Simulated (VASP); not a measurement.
Runs of VASP 6.6.1 on Os. The structure is that of space group Pm-3m (No. 221), or close to it. The cells are those of the table. 

```tsv
cell	k mesh	gap on the mesh (eV)	pressure (GPa)
a = 2.558 Å, 1 atom	14 × 14 × 14	none	0.1
a = 2.451 Å, 1 atom	14 × 14 × 14	none	47.4
a = 2.591 Å, 1 atom	14 × 14 × 14	none	(c)
a = 2.656 Å, 1 atom	14 × 14 × 14	none	(b)
a = 2.624 Å, 1 atom	14 × 14 × 14	none	(a)
a = 2.488 Å, 1 atom	14 × 14 × 14	none	27.9
a = 2.558 Å, 1 atom	20 × 20 × 20	none	-0.3
a = 2.523 Å, 1 atom	14 × 14 × 14	none	12.5
```

Alike in all rows: task single point; level PBE; potentials or basis VASP PAW PBE potentials, release 64 (Os); no spin polarisation; cutoff (eV) 520; smearing fermi-dirac 0.1 eV.

Fill in the values left out.

(a) -17.4; (b) -23.5; (c) -9.6.

Caveats: spin-orbit coupling is left out, which moves the levels of the heavy elements.

A k mesh can miss the band edges, and the runs leave out spin-orbit coupling on Os.

A gap of «none» marks levels without a gap at the run's occupations.
